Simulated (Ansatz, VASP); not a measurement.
# Al3Cl: VASP beside Ansatz

```
Al Cl
1.0
     3.06888    1.77182    2.50629
    -3.06888    1.77182    2.50629
     0.00000   -3.54363    2.50629
Al Cl
3 1
Direct
  0.50000 0.50000 0.00000
  0.00000 0.50000 0.50000
  0.50000 0.00000 0.50000
  0.00000 0.00000 0.00000
```

Alike in both runs: functional PBE; k mesh 12 × 12 × 12; occupations gaussian, width 0.1 eV; no spin polarisation.

Ansatz relaxed the structure, and its values are those at the end. VASP's run is a single point on that final structure, the one shown.

```csv
,VASP,Ansatz
version,VASP 6.6.1,Ansatz 0.2.0
potentials or method,"VASP PAW PBE potentials, release 64 (Al, Cl), cutoff 520 eV","scalar-relativistic, plane waves, PAW"
valence electrons in the cell,16,16
```

|  | VASP | Ansatz | Ansatz less VASP |
| --- | --- | --- | --- |
| gap on the k mesh at the Fermi level (eV) | none | none | - |
| pressure (GPa) | 0.0 | 0.0 | +0.01 |

A gap of «none» marks a metal or a gap that the smearing closes. With one functional, cell and mesh, what is left measures potentials, basis and numerics.
